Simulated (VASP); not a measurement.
Here is a VASP 6.6.1 calculation.

INCAR

```
PREC = Accurate ; ENCUT = 600
EDIFF = 1E-7 ; ISMEAR = -1
SIGMA = 0.05 ; LREAL = False
LASPH = True ; NELM = 200
ALGO = Normal ; ISIF = 3
LWAVE = False ; LCHARG = False
ISPIN = 2 ; MAGMOM = 3 -3
LORBIT = 11 ; LMAXMIX = 6
GGA = PS ; IBRION = 2
NSW = 80 ; EDIFFG = -0.01
GGA_COMPAT = False ; NELMIN = 4
```

KPOINTS

```
Automatic mesh
0
Gamma
  10 10 6
```

File POSCAR:

```
Er
1.0
    3.5587994774      0.0000000000      0.0000000000
   -1.7793997387      3.0820107544      0.0000000000
    0.0000000000      0.0000000000      5.5874000000
Er
2
Direct
    0.3333333333      0.6666666667      0.2500000000
    0.6666666667      0.3333333333      0.7500000000
```

Potentials or basis: VASP PAW PBE potentials, release 64 (Er).

Launch:

```sh
$ cat potpaw_PBE.64/Er/POTCAR > POTCAR
$ mpirun -np 1 vasp_std > vasp.out
```

**Question.** Estimate the site moments.

**Answer.** Er +2.43, -2.43 μB.

**Question.** What does it give for the net moment?

**Answer.** 0.00 μB per cell.

**Question.** What does it give for the space group after relaxing (to 0.1 Å)?

**Answer.** P6_3/mmc (No. 194).

**Question.** Estimate the band gap on the k mesh.

**Answer.** Zero (filled and empty bands overlap).

Final structure:
```cif
data_structure
_symmetry_space_group_name_H-M 'P 1'
_symmetry_Int_Tables_number 1
_cell_length_a 3.5344
_cell_length_b 3.5344
_cell_length_c 5.7707
_cell_angle_alpha 90.000
_cell_angle_beta 90.000
_cell_angle_gamma 120.000
_cell_volume 62.43
loop_
_atom_site_label
_atom_site_type_symbol
_atom_site_fract_x
_atom_site_fract_y
_atom_site_fract_z
_atom_site_occupancy
Er1 Er 0.33333 0.66667 0.25000 1
Er2 Er 0.66667 0.33333 0.75000 1
```

Caveat: the magnetic or orbital state may not be the lowest; the antiferromagnetic order is the one typed at the start, and another may lie lower; spin-orbit coupling is left out, which moves the levels of the heavy elements; semilocal functionals describe open f shells poorly, which spoils levels, moments and volumes. The state reached can hang on the start; a lower one may exist.
